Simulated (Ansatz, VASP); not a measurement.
# One calculation of Ni3O, two programs

File INCAR:

```
SYSTEM = Ni3O
ALGO = Normal
EDIFF = 1E-7
ENCUT = 520
GGA = PE
ISIF = 2
ISMEAR = 0
ISPIN = 2
LASPH = .TRUE.
LCHARG = .FALSE.
LMAXMIX = 4
LORBIT = 11
LREAL = .FALSE.
LWAVE = .FALSE.
MAGMOM = 2 2 2 2 2 2 0 0
NBANDS = 50
NELM = 150
PREC = Accurate
SIGMA = 0.1
```

Contents of KPOINTS:

```
k-points
0
G
  4 4 4
  0 0 0
```

File POSCAR:

```
Ni3O
1.0
    4.3889383400      0.0000000000      0.0000000000
    0.0000000000      4.3889383400      0.0000000000
    0.0000000000      0.0000000000      4.3889383400
Ni O
6 2
Direct
    0.2500000000      0.0000000000      0.5000000000
    0.5000000000      0.7500000000      0.0000000000
    0.7500000000      0.0000000000      0.5000000000
    0.5000000000      0.2500000000      0.0000000000
    0.0000000000      0.5000000000      0.7500000000
    0.0000000000      0.5000000000      0.2500000000
    0.0000000000      0.0000000000      0.0000000000
    0.5000000000      0.5000000000      0.5000000000
```

Input for Ansatz:

```yaml
crystal:
  lattice:
    - [4.38893834, 0.0, 0.0]
    - [0.0, 4.38893834, 0.0]
    - [0.0, 0.0, 4.38893834]
  atoms:
    - { symbol: Ni, position: [0.25, 0.0, 0.5], spin: 2.0 }
    - { symbol: Ni, position: [0.5, 0.75, 0.0], spin: 2.0 }
    - { symbol: Ni, position: [0.75, 0.0, 0.5], spin: 2.0 }
    - { symbol: Ni, position: [0.5, 0.25, 0.0], spin: 2.0 }
    - { symbol: Ni, position: [0.0, 0.5, 0.75], spin: 2.0 }
    - { symbol: Ni, position: [0.0, 0.5, 0.25], spin: 2.0 }
    - { symbol: O, position: [0.0, 0.0, 0.0] }
    - { symbol: O, position: [0.5, 0.5, 0.5] }
basis:
  ecutwfc: 420
kpoints:
  mp_grid: { grid: [4, 4, 4] }
hamiltonian:
  xc: pbe
scf:
  occupations: { method: gaussian, width: 0.1 }
  lower_state_search: "off"
output:
  forces: true
  stress: true
  eigenvalues: true
  populations: true
magnetization:
  spin_polarized: true
```

Change from the starting cell: species swapped into the Nb3Ir type (Pm-3n, No. 223).

Alike in both runs: task single point; functional PBE; k mesh 4 × 4 × 4; occupations gaussian, width 0.1 eV; collinear spin.

```csv
,VASP,Ansatz
version,VASP 6.6.1,Ansatz 0.2.0
potentials or method,"VASP PAW PBE potentials, release 64 (Ni, O), cutoff 520 eV","scalar-relativistic, plane waves, PAW"
valence electrons in the cell,72,120
```

VASP gave:

| Item | Value |
| --- | --- |
| gap on the k mesh at the Fermi level (eV) | none |
| pressure (GPa) | 2.6 |
| net moment per atom (μB) | 0.73 |
| size of the moment on the site where the two differ most (μB) | 0.90 |

Q: Which values does Ansatz return?

A: gap on the k mesh at the Fermi level (eV): none; pressure (GPa): 2.9; net moment per atom (μB): 0.74; size of the moment on the site where the two differ most (μB): 0.93.

Site moments also hang on the region over which each program counts them. A gap of «none» marks a metal or a gap that the smearing closes. The functional is the same, so the differences come from potentials, cutoffs and numerics. VASP's potentials hold 72 valence electrons a cell and Ansatz's 120, so a difference there can come from the potentials and not from the codes.
